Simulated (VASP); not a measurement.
# Al3BN2 (I4/mmm) in VASP: further runs, part 2 of 2

VASP 6.6.1. Earlier steps stand in the parts before.

## (6) Relaxation of cell and atoms, PBE

INCAR reads:

```
PREC = Accurate
ENCUT = 600
EDIFF = 1E-6
ISMEAR = 0
SIGMA = 0.1
LREAL = F
LASPH = T
NELM = 80
ALGO = Normal
ISIF = 3
LWAVE = F
LCHARG = F
GGA = PE
IBRION = 2
NSW = 90
EDIFFG = -0.04
```

KPOINTS reads:

```
Automatic mesh
0
Gamma
  6 6 6
```

POSCAR reads:

```
Al3BN2
1.0
   -2.2191372200      2.2191372200      4.1391094100
    2.2191372200     -2.2191372200      4.1391094100
    2.2191372200      2.2191372200     -4.1391094100
Al B N
3 1 2
Direct
    0.5000000000      0.0000000000      0.5000000000
    0.0000000000      0.5000000000      0.5000000000
    0.0000000000      0.0000000000      0.0000000000
    0.5000000000      0.5000000000      0.0000000000
    0.3224259000      0.3224259000      0.0000000000
    0.6775741000      0.6775741000      0.0000000000
```

Potentials or basis: VASP PAW PBE potentials, release 64 (Al, B, N).

Started as:

```console
> cat potpaw_PBE.64/Al/POTCAR potpaw_PBE.64/B/POTCAR potpaw_PBE.64/N/POTCAR > POTCAR
> mpirun -np 1 vasp_std > vasp.out
```

OUTCAR:

```text
PREC = Accurate
   ENCUT = 600
   EDIFF = 1E-6
   ISMEAR = 0
   LREAL = F
   LASPH = T
   NELM = 80
   ISIF = 3
   GGA = PE
   IBRION = 2
   NSW = 90
   EDIFFG = -0.04

 ion  position               nearest neighbor table
   1  0.500  0.000  0.500-   3 2.22   4 2.22   4 2.22   3 2.22   2 3.14   2 3.14   2 3.14   2 3.14

   2  0.000  0.500  0.500-   3 2.22   4 2.22   3 2.22   4 2.22   1 3.14   1 3.14   1 3.14   1 3.14

   3  0.000  0.000  0.000-   1 2.22   2 2.22   2 2.22   1 2.22
   4  0.500  0.500  0.000-   5 1.47   6 1.47   1 2.22   2 2.22   1 2.22   2 2.22
   5  0.322  0.322  0.000-   4 1.47
   6  0.678  0.678  0.000-   4 1.47

  LATTYP: Found a body centered tetragonal cell.
 ALAT       =     4.4382744400
 C/A-ratio  =     1.8651885844

  Lattice vectors:

 A1 = (  -2.2191372200,   2.2191372200,   4.1391094100)
[... 411 lines left out ...]
      4      -1.1674      2.00000
      5      -0.7746      2.00000
      6       0.1373      2.00000
      7       0.1373      2.00000
      8       1.9020      2.00000
      9       1.9020      2.00000
     10       3.2484      2.00000
     11       3.2484      2.00000
     12       3.2497      2.00000
     13       4.6747      1.43584
     14       7.3496      0.00000
[... 401 lines left out ...]
      2     -10.6807      2.00000
      3      -3.1231      2.00000
      4      -2.0999      2.00000
      5      -0.7726      2.00000
      6      -0.5098      2.00000
      7       0.3468      2.00000
      8       1.6681      2.00000
      9       1.6842      2.00000
     10       2.3217      2.00000
     11       5.1192      0.00000
     12       5.3543      0.00000
     13       6.2240      0.00000
     14       7.7427      0.00000
     15       7.8186      0.00000

 [... further k-points ...]

------------------------ aborting loop because EDIFF is reached ----------------------------------------

  FORCE on cell =-STRESS in cart. coord.  units (eV):
  Direction    XX          YY          ZZ          XY          YZ          ZX
  --------------------------------------------------------------------------------------
  -------------------------------------------------------------------------------------
  Total       -0.0908823     -0.0908823     -0.2111117      0.0000000      0.0000000      0.0000000
  in kB       -1.5774892     -1.5774892     -3.6643697      0.0000000      0.0000000      0.0000000
  external PRESSURE =      -2.2731160 kB  Pullay stress =       0.0000000 kB
[... 21 lines left out ...]
  FREE ENERGIE OF THE ION-ELECTRON SYSTEM (eV)
  ---------------------------------------------------
  free  energy   TOTEN  =       -32.8659869016 eV

  energy  without entropy=      -32.8552955099  energy(sigma->0) =      -32.86064121

 reached required accuracy - stopping structural energy minimisation
```

OSZICAR:

```text
N       E                     dE             d eps       ncg     rms          rms(c)
DAV:   1     0.848125966023E+02    0.84813E+02   -0.10386E+04   900   0.138E+03
DAV:   2    -0.218507018424E+02   -0.10666E+03   -0.10396E+03  1190   0.233E+02
DAV:   3    -0.304575545204E+02   -0.86069E+01   -0.85214E+01  1278   0.707E+01
[... 218 lines left out ...]
DAV:   2    -0.328660538874E+02    0.78725E-03   -0.45954E-03  1134   0.496E-01    0.524E-02
DAV:   3    -0.328660034097E+02    0.50478E-04   -0.35362E-04  1034   0.144E-01    0.250E-02
DAV:   4    -0.328659894307E+02    0.13979E-04   -0.66013E-05  1194   0.521E-02    0.115E-02
DAV:   5    -0.328659871010E+02    0.23296E-05   -0.20847E-05  1055   0.307E-02    0.381E-03
DAV:   6    -0.328659869016E+02    0.19940E-06   -0.19709E-06   485   0.109E-02
  22 F= -.32865987E+02 E0= -.32860641E+02  d E =-.353057E-03
```

It took 8.3 min on 1 thread of AMD EPYC 9R45 (Zen 5), shared host; peak memory 0.25 GiB.

What came out:

```
Free energy                           : -32.8660 eV
Relaxed volume                        : 15.38 Å³/atom
Relaxed cell                          : a = 4.965 Å, b = 4.965 Å, c = 4.965 Å, α = 114.42°, β = 114.42°, γ = 99.98°
Space group after relaxing (to 0.1 Å) : I4/mmm (No. 139)
Energy gained by relaxing             : 804.6 meV/atom
Ionic steps                           : 22
Pressure after relaxing               : -0.2 GPa
Largest force after relaxing          : 0.025 eV/Å
Band gap on the k mesh                : zero (bands 11 and 12 overlap by 1.94 eV)
```

Forces in eV/Å, atoms in the order of the input:
```
Al   0.000  0.000  0.000
Al   0.000  0.000  0.000
Al   0.000  0.000  0.000
B    0.000  0.000  0.000
N    0.000  0.000  0.025
N    0.000  0.000 -0.025
```

The path:
| step | energy change (eV) | largest force (eV/Å) | pressure (GPa) | volume (Å³) |
| --- | --- | --- | --- | --- |
| 1 | 0.0000 | 3.9750 | 14.28 | 81.53 |
| 2 | 2.2952 | 31.0772 | 30.57 | 93.60 |
| 3 | -2.8875 | 3.3691 | 8.74 | 87.81 |
| 4 | -2.8951 | 3.9504 | 8.99 | 88.06 |
| 5 | -3.4714 | 1.9839 | -9.34 | 100.24 |
| 6 | -3.5478 | 0.7182 | -5.50 | 96.67 |
| 7 | -4.2530 | 2.3352 | -4.33 | 98.09 |
| 8 | -4.4028 | 4.4868 | -1.03 | 98.31 |
| 9 | -4.6476 | 2.7557 | -1.19 | 98.85 |
| 10 | -4.6615 | 0.5682 | 0.33 | 99.21 |
| 11 | -4.6891 | 1.7058 | -0.60 | 99.07 |
| 12 | -4.6893 | 1.6037 | -0.52 | 99.08 |
| 13 | -4.7380 | 1.0096 | -2.01 | 98.80 |
| 14 | -4.7549 | 0.4656 | -3.28 | 98.51 |
| 15 | -4.7758 | 0.2802 | -2.81 | 97.58 |
| 16 | -4.8109 | 0.2602 | -1.38 | 94.96 |
| 17 | -4.8146 | 0.5180 | -0.64 | 93.78 |
| 18 | -4.8201 | 0.0442 | 0.29 | 93.01 |
| 19 | -4.8201 | 0.0050 | 0.35 | 92.95 |
| 20 | -4.8236 | 0.0220 | 0.18 | 92.83 |
| 21 | -4.8270 | 0.0783 | -0.25 | 92.50 |
| 22 | -4.8274 | 0.0250 | -0.23 | 92.30 |

Final structure:
```xyz
6
Lattice="-2.6887 2.6887 3.1920 2.6887 -2.6887 3.1920 2.6887 2.6887 -3.1920" Properties=species:S:1:pos:R:3 pbc="T T T"
Al    2.6887    0.0000    3.1920
Al    0.0000    2.6887    3.1920
Al    0.0000    0.0000    6.3841
B     0.0000    0.0000    3.1920
N     0.0000    0.0000    1.8544
N     0.0000    0.0000    4.5297
```

## (7) Single point, PBE, collinear spin, ferromagnetic start

INCAR reads:

```
SYSTEM = Al3BN2
  ALGO = Normal
  EDIFF = 1E-7
  ENCUT = 520
  GGA = PE
  ISIF = 2
  ISMEAR = 0
  ISPIN = 2
  LASPH = .TRUE.
  LCHARG = .FALSE.
  LORBIT = 11
  LREAL = .FALSE.
  LWAVE = .FALSE.
  MAGMOM = 0 0 0 0 1 1
  NBANDS = 24
  NELM = 150
  PREC = Accurate
  SIGMA = 0.1
```

KPOINTS reads:

```
k-points
0
G
  6 6 6
  0 0 0
```

POSCAR is that of step 6.

Potentials or basis: VASP PAW PBE potentials, release 64 (Al, B, N).

Started as:

```console
> cat potpaw_PBE.64/Al/POTCAR potpaw_PBE.64/B/POTCAR potpaw_PBE.64/N/POTCAR > POTCAR
> mpirun -np 1 vasp_std > vasp.out
```

OUTCAR:

```text
SYSTEM = Al3BN2
   EDIFF = 1E-7
   ENCUT = 520
   GGA = PE
   ISIF = 2
   ISMEAR = 0
   ISPIN = 2
   LASPH = .TRUE.
   LORBIT = 11
   LREAL = .FALSE.
   NELM = 150
   PREC = Accurate

 ion  position               nearest neighbor table
   1  0.500  0.000  0.500-   3 2.22   4 2.22   4 2.22   3 2.22   2 3.14   2 3.14   2 3.14   2 3.14

   2  0.000  0.500  0.500-   3 2.22   4 2.22   3 2.22   4 2.22   1 3.14   1 3.14   1 3.14   1 3.14

   3  0.000  0.000  0.000-   1 2.22   2 2.22   2 2.22   1 2.22
   4  0.500  0.500  0.000-   5 1.47   6 1.47   1 2.22   2 2.22   1 2.22   2 2.22
   5  0.322  0.322  0.000-   4 1.47
   6  0.678  0.678  0.000-   4 1.47

  LATTYP: Found a body centered tetragonal cell.
 ALAT       =     4.4382744400
 C/A-ratio  =     1.8651885844

  Lattice vectors:

 A1 = (  -2.2191372200,   2.2191372200,   4.1391094100)
 A2 = (   2.2191372200,  -2.2191372200,   4.1391094100)
 A3 = (   2.2191372200,   2.2191372200,  -4.1391094100)

Analysis of symmetry for initial positions (statically):
=====================================================================
 Subroutine PRICEL returns:
[... 1467 lines left out ...]
  Total       20.4413633     20.4413633    -18.9560524      0.0000000      0.0000000     -0.0000000
  in kB      401.6846411    401.6846411   -372.4974217      0.0000000      0.0000000     -0.0000000
  external PRESSURE =     143.6239535 kB  Pullay stress =       0.0000000 kB

 VOLUME and BASIS-vectors are now :
 -----------------------------------------------------------------------------
  energy-cutoff  :      520.00
  volume of cell :       81.53
      direct lattice vectors                 reciprocal lattice vectors
    -2.219137220  2.219137220  4.139109410     0.000000000  0.225312791  0.120798933
     2.219137220 -2.219137220  4.139109410     0.225312791  0.000000000  0.120798933
     2.219137220  2.219137220 -4.139109410     0.225312791  0.225312791  0.000000000

 POSITION                                       TOTAL-FORCE (eV/Angst)
 -----------------------------------------------------------------------------------
      0.00000      2.21914      0.00000        -0.000000     -0.000000      0.000000
      2.21914      0.00000      0.00000        -0.000000     -0.000000     -0.000000
      0.00000      0.00000      0.00000        -0.000000     -0.000000      0.000000
      0.00000      0.00000      4.13911        -0.000000     -0.000000      0.000000
      0.00000      0.00000      2.66911        -0.000000     -0.000000      3.973912
      0.00000      0.00000      5.60911         0.000000      0.000000     -3.973912
 -----------------------------------------------------------------------------------
    total drift:                               -0.000000     -0.000000      0.000000

  FREE ENERGIE OF THE ION-ELECTRON SYSTEM (eV)
  ---------------------------------------------------
  free  energy   TOTEN  =       -28.0335848821 eV

  energy  without entropy=      -28.0247224483  energy(sigma->0) =      -28.02915367

 total charge

# of ion       s       p       d       tot
------------------------------------------
    1        0.507   0.351   0.000   0.858
    2        0.507   0.351   0.000   0.858
    3        0.530   0.517   0.000   1.047
    4        0.745   1.340   0.000   2.084
    5        1.295   2.276   0.000   3.571
    6        1.295   2.276   0.000   3.571
--------------------------------------------------
tot          4.878   7.111   0.000  11.989

 magnetization (x)

# of ion       s       p       d       tot
------------------------------------------
    1        0.000  -0.000   0.000  -0.000
    2        0.000  -0.000   0.000  -0.000
    3       -0.000  -0.000   0.000  -0.000
    4       -0.000  -0.000   0.000  -0.000
    5       -0.000   0.000   0.000  -0.000
    6       -0.000   0.000   0.000  -0.000
--------------------------------------------------
tot         -0.000  -0.000   0.000  -0.000
```

OSZICAR:

```text
N       E                     dE             d eps       ncg     rms          rms(c)
DAV:   1     0.606288146920E+02    0.60629E+02   -0.88562E+03  2880   0.750E+02
DAV:   2    -0.243284746252E+02   -0.84957E+02   -0.79521E+02  3664   0.158E+02
DAV:   3    -0.299618073917E+02   -0.56333E+01   -0.55764E+01  3736   0.385E+01
DAV:   4    -0.300268400132E+02   -0.65033E-01   -0.65021E-01  3344   0.460E+00
DAV:   5    -0.300282255986E+02   -0.13856E-02   -0.13856E-02  3784   0.673E-01    0.103E+01
DAV:   6    -0.284330004581E+02    0.15952E+01   -0.84118E+00  3400   0.134E+01    0.504E+00
DAV:   7    -0.281099968809E+02    0.32300E+00   -0.15233E+00  3488   0.619E+00    0.268E+00
DAV:   8    -0.280366371783E+02    0.73360E-01   -0.26867E-01  3544   0.242E+00    0.915E-01
DAV:   9    -0.280329328754E+02    0.37043E-02   -0.20053E-02  3456   0.759E-01    0.338E-01
DAV:  10    -0.280333159738E+02   -0.38310E-03   -0.29299E-03  3592   0.298E-01    0.160E-01
DAV:  11    -0.280334752161E+02   -0.15924E-03   -0.26792E-04  3480   0.101E-01    0.100E-01
DAV:  12    -0.280335618476E+02   -0.86632E-04   -0.11357E-04  3456   0.564E-02    0.373E-02
DAV:  13    -0.280335818673E+02   -0.20020E-04   -0.27052E-05  3360   0.325E-02    0.158E-02
DAV:  14    -0.280335845598E+02   -0.26925E-05   -0.35115E-06  3560   0.123E-02    0.576E-03
DAV:  15    -0.280335847025E+02   -0.14269E-06   -0.66887E-07  3520   0.406E-03    0.224E-03
DAV:  16    -0.280335848748E+02   -0.17223E-06   -0.27795E-07  3280   0.251E-03    0.121E-03
DAV:  17    -0.280335848821E+02   -0.73823E-08   -0.28533E-08  2488   0.942E-04
   1 F= -.28033585E+02 E0= -.28029154E+02  d E =-.886243E-02  mag=    -0.0000
```

Wall time 1.7 min (1 thread of AMD EPYC 9R45 (Zen 5), shared host); peak memory 0.3 GiB.

What came out:

| Item | Value |
| --- | --- |
| Free energy | -28.0336 eV |
| Pressure | 14.4 GPa |
| Largest force | 3.974 eV/Å |
| Band gap on the k mesh | zero (filled and empty bands overlap) |
| Net moment | 0.00 μB per cell |
| Valence electrons inside the program's atomic spheres | Al 0.86, 1.05 (each value once); B 2.08; N 3.57 |

Forces in eV/Å, atoms in the order of the input:
```
Al   0.000  0.000  0.000
Al   0.000  0.000  0.000
Al   0.000  0.000  0.000
B    0.000  0.000  0.000
N    0.000  0.000  3.974
N    0.000  0.000 -3.974
```

Caveat: the cell stands under pressure; semilocal functionals underestimate gaps, so a narrow gap can read as zero; forces of over 1 eV/Å act on the atoms, so gaps and moduli don't describe the material at rest.

## (8) Overview

```csv
task,spin,cell,k mesh,cutoff (eV),gap on the mesh (eV),pressure (GPa),moment (μB),largest force (eV/Å)
single point,off,"a = 5.194 Å, angles 129.4, 129.4, 74.3°, 6 atoms, atomic positions A",6 × 6 × 6,520,none,14.4,-,3.97
single point,off,"a = 4.979 Å, angles 114.1, 114.1, 100.5°, 6 atoms, atomic positions B",6 × 6 × 6,520,none,0.0,-,0.04
single point,"collinear, ferromagnetic start","a = 4.979 Å, angles 114.1, 114.1, 100.5°, 6 atoms, atomic positions B",4 × 4 × 4,520,none,0.0,0.00,0.14
single point,off,"a = 4.988 Å, angles 114.0, 114.0, 100.8°, 6 atoms, atomic positions B",10 × 10 × 10,520,none,-0.1,-,-
relaxation of cell and atoms,off,"relaxed from a = 5.194 Å, angles 129.4, 129.4, 74.3°, 6 atoms, atomic positions A",6 × 6 × 6,600,none,-0.2,-,0.02
single point,"collinear, ferromagnetic start","a = 5.194 Å, angles 129.4, 129.4, 74.3°, 6 atoms, atomic positions A",6 × 6 × 6,520,none,14.4,0.00,3.97
```

Alike in all rows: level PBE; potentials or basis VASP PAW PBE potentials, release 64 (Al, B, N); smearing gaussian 0.1 eV.

Caveats: some runs use coarse meshes; the cell stands under pressure (at least some runs); semilocal functionals underestimate gaps, so a narrow gap can read as zero (at least some runs); forces of over 1 eV/Å act on the atoms, so gaps and moduli don't describe the material at rest (at least some runs).

Total energies depend on the potentials used, so only differences within one code and one set of settings carry meaning.
